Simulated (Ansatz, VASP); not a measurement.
AlC in VASP and in Ansatz

```
Al C
1.0
     4.06437    0.00000    0.00000
     0.00000    2.68965    0.00000
     0.00000    0.00000    4.14975
Al C
2 2
Cartesian
  3.0483 0.0000 2.8509
  1.0161 0.0000 1.2989
  3.0483 1.3448 0.7802
  1.0161 1.3448 3.3696
```

Alike in both runs: task relaxation of cell and atoms; functional PBE; k mesh 4 × 6 × 4; occupations gaussian, width 0.1 eV; no spin polarisation.

|  | VASP | Ansatz |
| --- | --- | --- |
| version | VASP 6.6.1 | Ansatz 0.2.0 |
| potentials or method | VASP PAW PBE potentials, release 64 (Al, C), cutoff 600 eV | scalar-relativistic, plane waves, PAW |
| valence electrons in the cell | 14 | 14 |

Ansatz gave:

| Quantity | Value |
| --- | --- |
| gap on the k mesh at the Fermi level, each at its own relaxed structure (eV) | none |
| relaxed volume (Å³/atom) | 11.12 |
| relaxed cell length with the largest relative difference (Å) | 5.361 |

Question: Which values does VASP return?

Answer: gap on the k mesh at the Fermi level, each at its own relaxed structure (eV): none; relaxed volume (Å³/atom): 11.53; relaxed cell length with the largest relative difference (Å): 5.668.

A gap of «none» marks a metal or a gap that the smearing closes. One of these differences is far larger than is usual between the two programs; its cause wasn't traced.

The k mesh is coarse, so the values compare programs but aren't converged.
